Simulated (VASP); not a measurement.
Write the native input for VASP 6.6.1 that does the following.

```
Task                   : relaxation of cell and atoms
Functional             : PBE
Dispersion             : D3(BJ)
Potentials or basis    : VASP PAW PBE potentials, release 64 (Hf_pv, C)
Cutoff                 : 600 eV
k mesh                 : 12 × 12 × 12
Occupations            : fermi-dirac, width 0.05 eV
Spin                   : no spin polarisation
Dipole correction      : no
Further INCAR settings : ALGO = Normal; EDIFF = 1e-07; IBRION = 2; EDIFFG = -0.01; NSW = 60; ISIF = 3
```

The structure of HfC lies in POSCAR:

```
HfC
1.0
   -1.3966732300      2.4971805100      1.8473367300
    1.3966732300     -2.4971805100      1.8473367300
    1.3966732300      2.4971805100     -1.8473367300
Hf C
1 1
Direct
    0.9847118300      0.9847118300      0.0000000000
    0.6794548300      0.1794548300      0.5000000000
```

These files were run (other wordings do the same):

INCAR

```
SYSTEM = HfC
  PREC = Accurate
  ENCUT = 600
  EDIFF = 1E-7
  ISMEAR = -1
  SIGMA = 0.05
  LREAL = .FALSE.
  LASPH = .TRUE.
  NELM = 80
  ALGO = Normal
  ISIF = 3
  LWAVE = .FALSE.
  LCHARG = .FALSE.
  GGA = PE
  IVDW = 12
  IBRION = 2
  NSW = 60
  EDIFFG = -0.01
```

KPOINTS

```
Automatic mesh
0
G
  12 12 12
  0 0 0
```

Potentials or basis: VASP PAW PBE potentials, release 64 (Hf_pv, C).

Launch:

```sh
$ cat potpaw_PBE.64/Hf_pv/POTCAR potpaw_PBE.64/C/POTCAR > POTCAR
$ mpirun -np 1 vasp_std > vasp.out
```

It gave:

- Relaxed volume: 12.29 Å³/atom
- Relaxed cell: a = 3.264 Å, b = 3.264 Å, c = 3.264 Å, α = 120.00°, β = 90.01°, γ = 119.99°
- Space group after relaxing (to 0.05 Å): Fm-3m (No. 225)
- Energy gained by relaxing: 2225.5 meV/atom
- Ionic steps: 21
- Pressure after relaxing: 0.0 GPa
- Band gap on the k mesh: zero (band 7 reaches 7.14 eV, above the bottom of band 8 at 5.70 eV)
- Dispersion energy per atom: -0.366 eV

Caveat: spin-orbit coupling is left out, which moves the levels of the heavy elements; pairwise dispersion overbinds metals, which lowers pressure and volume.

Wall time 18 min on 1 thread of Intel(R) Xeon(R) Platinum 8488C (Sapphire Rapids), with other jobs on the host, peak memory 0.3 GiB.
